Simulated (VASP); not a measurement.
# PbS (R3m) in VASP: a series of runs

PbS is run at these levels: r2SCAN; tasks: single point.

Everything below comes from runs of VASP 6.6.1. Logs are shortened: lines on timing, memory, paths and dates and some standing lists are left out, and cuts for length are marked.

## 1. The cell of the first run

The structure is trigonal, space group R3m (No. 160). Conventional cell: a = 4.323 Å, b = 4.323 Å, c = 10.353 Å, α = 90.00°, β = 90.00°, γ = 120.00°. Within 4.0 Å of Pb (site symmetry 3m) lie 6 S at 3.03 to 3.04 Å. S (site symmetry 3m) has 6 Pb at 3.03 to 3.04 Å within 4.0 Å.

## 2. Single point, r2SCAN

File POSCAR:

```
PbS
1.0
    2.1612500000      1.2477982693      3.4508715040
   -2.1612500000      1.2477982693      3.4508715040
    0.0000000000     -2.4955965386      3.4508715040
Pb S
1 1
Direct
    0.9781509158      0.9781509158      0.9781509158
    0.4774504142      0.4774504142      0.4774504142
```

File INCAR.step1:

```
ALGO     = Normal         # electronic algorithm
EDIFF    = 1E-4           # SCF threshold, eV
ENCUT    = 520            # plane-wave cutoff, eV
GGA      = PE             # functional
ISMEAR   = 0              # smearing method
LASPH    = True           # aspherical terms in the spheres
LCHARG   = False          # write CHGCAR
LREAL    = False          # projectors in reciprocal space
LWAVE    = True           # write WAVECAR
NBANDS   = 17             # bands
NELM     = 80             # most SCF steps
PREC     = Accurate       # precision mode
SIGMA    = 0.05           # smearing width, eV
```

File INCAR.step2:

```
ALGO     = Normal         # electronic algorithm
EDIFF    = 1E-6           # SCF threshold, eV
ENCUT    = 520            # plane-wave cutoff, eV
ISIF     = 2              # what is computed and relaxed
ISMEAR   = 0              # smearing method
ISTART   = 1            
LASPH    = True           # aspherical terms in the spheres
LCHARG   = False          # write CHGCAR
LMIXTAU  = True         
LREAL    = False          # projectors in reciprocal space
LWAVE    = False          # write WAVECAR
METAGGA  = R2SCAN         # meta-GGA
NBANDS   = 17             # bands
NELM     = 80             # most SCF steps
PREC     = Accurate       # precision mode
SIGMA    = 0.05           # smearing width, eV
```

File KPOINTS:

```
k-points
0
Gamma
  9 9 9
```

Potentials or basis: VASP PAW PBE potentials, release 64 (Pb_d, S).

Command:

```sh
cat potpaw_PBE.64/Pb_d/POTCAR potpaw_PBE.64/S/POTCAR > POTCAR
cp INCAR.step1 INCAR
mpirun -np 1 vasp_std > vasp.out
cp INCAR.step2 INCAR
mpirun -np 1 vasp_std > vasp.out
```

OUTCAR:

```text
EDIFF = 1E-6
   ENCUT = 520
   ISIF = 2
   ISMEAR = 0
   ISTART = 1
   LASPH = True
   LREAL = False
   METAGGA = R2SCAN
   NELM = 80
   PREC = Accurate

 ion  position               nearest neighbor table
   1  0.978  0.978  0.978-   2 3.03   2 3.03   2 3.03   2 3.04   2 3.04   2 3.04
   2  0.477  0.477  0.477-   1 3.03   1 3.03   1 3.03   1 3.04   1 3.04   1 3.04

  LATTYP: Found a trigonal (rhomboedric) cell.
 ALAT       =     4.2586988882
 COS(alpha) =     0.4849064169

  Lattice vectors:

 A1 = (   2.1612500000,   1.2477982693,   3.4508715040)
 A2 = (  -2.1612500000,   1.2477982693,   3.4508715040)
 A3 = (   0.0000000000,  -2.4955965386,   3.4508715040)

Analysis of symmetry for initial positions (statically):
=====================================================================
 Subroutine PRICEL returns:
 Original cell was already a primitive cell.

 Routine SETGRP: Setting up the symmetry group for a
 trigonal (rhombohedral) supercell.

 Subroutine GETGRP returns: Found  6 space group operations
 (whereof  6 operations were pure point group operations)
 out of a pool of 12 trial point group operations.

The static configuration has the point symmetry C_3v.

Analysis of symmetry for dynamics (positions and initial velocities):
=====================================================================
 Subroutine PRICEL returns:
 Original cell was already a primitive cell.

 Routine SETGRP: Setting up the symmetry group for a
 trigonal (rhombohedral) supercell.

 Subroutine GETGRP returns: Found  6 space group operations
 (whereof  6 operations were pure point group operations)
 out of a pool of 12 trial point group operations.

The dynamic configuration has the point symmetry C_3v.

 Subroutine INISYM returns: Found  6 space group operations
 (whereof  6 operations are pure point group operations),
 and found     1 'primitive' translations

----------------------------------------------------------------------------------------

                                     Primitive cell

  volume of cell :      55.8379

  direct lattice vectors                    reciprocal lattice vectors
     2.161250000  1.247798269  3.450871504     0.231347600  0.133568599  0.096593957
    -2.161250000  1.247798269  3.450871504    -0.231347600  0.133568599  0.096593957
     0.000000000 -2.495596539  3.450871504     0.000000000 -0.267137198  0.096593957

  length of vectors
     4.258698888  4.258698888  4.258698888     0.284064561  0.284064561  0.284064561

  position of ions in fractional coordinates (direct lattice)
     0.978150916  0.978150916  0.978150916
     0.477450414  0.477450414  0.477450414

  ion indices of the primitive-cell ions
   primitive index   ion index
                 1           1
                 2           2

----------------------------------------------------------------------------------------

 KPOINTS: k-points

Automatic generation of k-mesh.
 Grid dimensions read from file:
 generate k-points for:    9    9    9

 Generating k-lattice:

  Cartesian coordinates                     Fractional coordinates (reciprocal lattice)
     0.025705289  0.014840955  0.010732662     0.111111111  0.000000000  0.000000000
    -0.025705289  0.014840955  0.010732662     0.000000000  0.111111111  0.000000000
     0.000000000 -0.029681911  0.010732662     0.000000000  0.000000000  0.111111111

  Length of vectors
     0.031562729  0.031562729  0.031562729

  Shift w.r.t. Gamma in fractional coordinates (k-lattice)
     0.000000000  0.000000000  0.000000000

 Subroutine IBZKPT returns following result:
 ===========================================

 Found     85 irreducible k-points:

 Following reciprocal coordinates:
            Coordinates               Weight
  0.000000  0.000000  0.000000      1.000000
  0.111111 -0.000000  0.000000      6.000000
  0.222222 -0.000000  0.000000      6.000000
  0.333333  0.000000  0.000000      6.000000
  0.444444 -0.000000  0.000000      6.000000
  0.111111  0.111111  0.000000      6.000000
[... 16 lines left out ...]
 -0.333333  0.333333  0.000000      6.000000
  0.444444  0.444444  0.000000      6.000000
 [... further k-points ...]
   k-points           NKPTS =     85   k-points in BZ     NKDIM =     85   number of bands    NBANDS=     17
   number of dos      NEDOS =    301   number of ions     NIONS =      2
   total plane-waves  NPLWV =  32768
   dimension x,y,z NGX =    32 NGY =   32 NGZ =   32
   dimension x,y,z NGXF=    64 NGYF=   64 NGZF=   64
   ions per type =               1   1
   NGX,Y,Z   is equivalent  to a cutoff of  12.49, 12.49, 12.49 a.u.
   NGXF,Y,Z  is equivalent  to a cutoff of  24.98, 24.98, 24.98 a.u.
 SYSTEM =  unknown system
   PREC   = accura    normal or accurate (medium, high low for compatibility)
   ISTART =      1    job   : 0-new  1-cont  2-samecut
   ICHARG =      0    charge: 1-file 2-atom 10-const
   ISPIN  =      1    spin polarized calculation?
   LNONCOLLINEAR =      F non collinear calculations
   LSORBIT =      F    spin-orbit coupling
   LASPH  =      T    aspherical Exc in radial PAW
   ENCUT  =  520.0 eV  38.22 Ry    6.18 a.u.   7.92  7.92  7.92*2*pi/ulx,y,z
   NELM   =     80;   NELMIN=  2; NELMDL=  0     # of ELM steps
   EDIFF  = 0.1E-05   stopping-criterion for ELM
   LREAL  =      F    real-space projection
   EDIFFG = 0.1E-04   stopping-criterion for IOM
   NSW    =      0    number of steps for IOM
   IBRION =     -1    ionic relax: 0-MD 1-quasi-New 2-CG
   NFREE  =      0    steps in history (QN), initial steepest desc. (CG)
   ISIF   =      2    stress and relaxation
   ISYM   =      2    0-nonsym 1-usesym 2-fastsym
   POTIM  = 0.5000    time-step for ionic-motion
   TEBEG  =    0.0;   TEEND  =   0.0 temperature during run
   PSTRESS=    0.0 pullay stress
   NELECT =      20.0000    total number of electrons
   NUPDOWN=      -1.0000    fix difference up-down
   EMIN   =  10.00;   EMAX   =-10.00  energy-range for DOS
   EFERMI =   0.00;   METHOD = LEGACY
   ISMEAR =     0;   SIGMA  =   0.05  broadening in eV -4-tet -1-fermi 0-gaus
   EFERMI_NEDOS =   21; number of points for ismear=-14 and -15
   IALGO  =     38    algorithm
   IMIX   =      4    mixing-type and parameters
     AMIX     =   0.40;   BMIX     =  1.00
     AMIX_MAG =   1.60;   BMIX_MAG =  1.00
  volume/ion in A,a.u.               =      27.92       188.41
  Fermi-wavevector in a.u.,A,eV,Ry     =   1.162630  2.197053 18.391125  1.351710
  Thomas-Fermi vector in A             =   2.299189
   LORBIT       =      0    0 simple, 1 ext, 2 COOP (PROOUT), +10 PAW based schemes
   METAGGA = R2SCAN    functional components
   LHFCALC =     F    Hartree Fock is set to
   AEXX    =    0.0000 exact exchange contribution
   IVDW    =     0    specifies the selected vdW correction
   LEPSILON=     F    determine dielectric tensor
   LRPA    =     F    only Hartree local field effects (RPA)
 non-spin polarized calculation
 Gauss-broadening in eV      SIGMA  =   0.05
  energy-cutoff  :      520.00
  volume of cell :       55.84
 maximum number of plane-waves:      1518
   NGX = 15   NGY = 15   NGZ = 15

 number of electron      20.0000001 magnetization

 Free energy of the ion-electron system (eV)
  ---------------------------------------------------
  ext. energy  EPLUGINS =         0.00000000
  ---------------------------------------------------
  free energy    TOTEN  =       -65.59042553 eV

  energy without entropy =      -65.59042553  energy(sigma->0) =      -65.59042553

 E-fermi :   4.9577     XC(G=0):  -9.9158

 val. band max:        4.6702730051   @ k =   0.4444  -0.0000   0.0000
 cond. band min:       5.6541469395   @ k =   0.4444   0.4444   0.4444
 fundamental gap:      0.9838739344
 Fermi energy:         4.9577196171

 k-point     1 :       0.0000    0.0000    0.0000
  band No.  band energies     occupation
      1     -12.5331      2.00000
      2     -12.5314      2.00000
      3     -12.5314      2.00000
      4     -12.5113      2.00000
      5     -12.5113      2.00000
      6      -8.7763      2.00000
[... 9 lines left out ...]
     16      12.3320      0.00000
     17      14.0551      0.00000

 k-point     2 :       0.1111   -0.0000    0.0000
  band No.  band energies     occupation
      1     -12.5321      2.00000
      2     -12.5309      2.00000
      3     -12.5289      2.00000
      4     -12.5127      2.00000
      5     -12.5110      2.00000
      6      -8.6808      2.00000
[... 9 lines left out ...]
     16      12.5824      0.00000
     17      14.9228      0.00000

 k-point     3 :       0.2222   -0.0000    0.0000
  band No.  band energies     occupation
      1     -12.5337      2.00000
      2     -12.5325      2.00000
      3     -12.5244      2.00000
      4     -12.5116      2.00000
      5     -12.5061      2.00000
      6      -8.4130      2.00000
[... 9 lines left out ...]
     16      13.2733      0.00000
     17      16.4964      0.00000

 k-point     4 :       0.3333    0.0000    0.0000
  band No.  band energies     occupation
      1     -12.5401      2.00000
      2     -12.5358      2.00000
      3     -12.5246      2.00000
      4     -12.5024      2.00000
      5     -12.4972      2.00000
      6      -8.0441      2.00000
[... 9 lines left out ...]
     16      14.2973      0.00000
     17      17.2201      0.00000
[... 343 lines left out ...]
      1     -12.6036      2.00000
      2     -12.5360      2.00000
      3     -12.5069      2.00000
      4     -12.4934      2.00000
      5     -12.4906      2.00000
      6      -7.3758      2.00000
[... 9 lines left out ...]
     16      16.2364      0.00000
     17      17.7092      0.00000

 k-point    23 :      -0.3333    0.3333    0.0000
  band No.  band energies     occupation
      1     -12.5853      2.00000
      2     -12.5230      2.00000
      3     -12.5149      2.00000
      4     -12.5022      2.00000
      5     -12.4968      2.00000
      6      -7.4082      2.00000
[... 9 lines left out ...]
     16      15.3251      0.00000
     17      17.1263      0.00000

 k-point    24 :       0.4444    0.4444    0.0000
  band No.  band energies     occupation
      1     -12.6272      2.00000
      2     -12.5493      2.00000
      3     -12.4939      2.00000
      4     -12.4879      2.00000
      5     -12.4837      2.00000
      6      -7.3906      2.00000
[... 9 lines left out ...]
     16      17.2711      0.00000
     17      17.6448      0.00000

 [... further k-points ...]

------------------------ aborting loop because EDIFF is reached ----------------------------------------

  FORCE on cell =-STRESS in cart. coord.  units (eV):
  Direction    XX          YY          ZZ          XY          YZ          ZX
  --------------------------------------------------------------------------------------
  -------------------------------------------------------------------------------------
  Total       -0.9651604     -0.9651604     -0.6450594     -0.0000000      0.0000000      0.0000000
  in kB      -27.6936803    -27.6936803    -18.5089101     -0.0000000      0.0000000      0.0000000
  external PRESSURE =     -24.6320902 kB  Pullay stress =       0.0000000 kB

 VOLUME and BASIS-vectors are now :
 -----------------------------------------------------------------------------
  energy-cutoff  :      520.00
  volume of cell :       55.84
      direct lattice vectors                 reciprocal lattice vectors
     2.161250000  1.247798269  3.450871504     0.231347600  0.133568599  0.096593957
    -2.161250000  1.247798269  3.450871504    -0.231347600  0.133568599  0.096593957
     0.000000000 -2.495596539  3.450871504     0.000000000 -0.267137198  0.096593957

 POSITION                                       TOTAL-FORCE (eV/Angst)
 -----------------------------------------------------------------------------------
      0.00000      0.00000     10.12642         0.000000      0.000000      0.000545
      0.00000      0.00000      4.94286         0.000000     -0.000000     -0.000545
 -----------------------------------------------------------------------------------
    total drift:                                0.000000      0.000000      0.000073

  FREE ENERGIE OF THE ION-ELECTRON SYSTEM (eV)
  ---------------------------------------------------
  free  energy   TOTEN  =       -65.5904255279 eV

  energy  without entropy=      -65.5904255279  energy(sigma->0) =      -65.59042553
```

Wall time 2.1 min (1 thread of Intel Xeon Platinum 8488C (Sapphire Rapids), shared host); peak memory 0.23 GiB.

Results:

- Free energy: -65.5904 eV
- Pressure: -2.5 GPa

Levels at points of the mesh, in eV from the Fermi level:
| k point | band 8 | band 9 | band 10 | band 11 | band 12 | band 13 |
| --- | --- | --- | --- | --- | --- | --- |
| (0.00, 0.00, 0.00) | -2.17 | -2.17 | -2.01 | 5.19 | 5.23 | 5.23 |

Caveat: this odd mesh misses L, so gap, dielectric constants and Born charges aren't listed; the PAW data sets were made with another functional, which shifts forces and pressure a little; spin-orbit coupling is left out, which moves the levels of the heavy elements.

## 3. Single point, r2SCAN

This run uses another cell than the first one, of 29.04 Å³/atom.

File POSCAR:

```
PbS
1.0
    2.1612500000      1.2477982693      3.5889000000
   -2.1612500000      1.2477982693      3.5889000000
    0.0000000000     -2.4955965386      3.5889000000
Pb S
1 1
Direct
    0.9781509158      0.9781509158      0.9781509158
    0.4774504142      0.4774504142      0.4774504142
```

File INCAR.step1:

```
PREC     = Accurate       # precision mode
ENCUT    = 520            # plane-wave cutoff, eV
ISMEAR   = 0              # smearing method
SIGMA    = 0.05           # smearing width, eV
LREAL    = False          # projectors in reciprocal space
LASPH    = True           # aspherical terms in the spheres
NELM     = 60             # most SCF steps
NBANDS   = 17             # bands
GGA      = PE             # functional
ALGO     = Normal         # electronic algorithm
EDIFF    = 1E-4           # SCF threshold, eV
LWAVE    = True           # write WAVECAR
LCHARG   = False          # write CHGCAR
```

File INCAR.step2:

```
PREC     = Accurate       # precision mode
ENCUT    = 520            # plane-wave cutoff, eV
EDIFF    = 1E-7           # SCF threshold, eV
ISMEAR   = 0              # smearing method
SIGMA    = 0.05           # smearing width, eV
LREAL    = False          # projectors in reciprocal space
LASPH    = True           # aspherical terms in the spheres
NELM     = 60             # most SCF steps
ALGO     = Normal         # electronic algorithm
ISIF     = 2              # what is computed and relaxed
LWAVE    = False          # write WAVECAR
LCHARG   = False          # write CHGCAR
METAGGA  = R2SCAN         # meta-GGA
LMIXTAU  = True         
NBANDS   = 17             # bands
ISTART   = 1
```

File KPOINTS:

```
Automatic mesh
0
Gamma
  9 9 9
```

Potentials or basis: VASP PAW PBE potentials, release 64 (Pb_d, S).

Command:

```sh
cat potpaw_PBE.64/Pb_d/POTCAR potpaw_PBE.64/S/POTCAR > POTCAR
cp INCAR.step1 INCAR
mpirun -np 1 vasp_std > vasp.out
cp INCAR.step2 INCAR
mpirun -np 1 vasp_std > vasp.out
```

Wall time 3.7 min (1 thread of Intel Xeon Platinum 8488C (Sapphire Rapids), shared host); peak memory 0.26 GiB.

It converged, with:

```
Free energy   : -65.5459 eV
Pressure      : -4.2 GPa
Largest force : 0.005 eV/Å
```

Forces on the atoms (eV/Å):
```
Pb   0.000  0.000  0.005
S    0.000  0.000 -0.005
```

Stress tensor (GPa, compression positive):
```
-3.91  0.00  0.00
 0.00 -3.91  0.00
 0.00  0.00 -4.64
```

Levels at points of the mesh, in eV from the Fermi level:
```csv
k point,band 8,band 9,band 10,band 11,band 12,band 13
"(0.00, 0.00, 0.00)",-1.94,-1.82,-1.82,5.16,5.16,5.18
```

Caveat: this odd mesh misses L, so gap, dielectric constants and Born charges aren't listed; the cell stands under tension; the PAW data sets were made with another functional, which shifts forces and pressure a little; spin-orbit coupling is left out, which moves the levels of the heavy elements.

(Continued in part 2 of 2.)
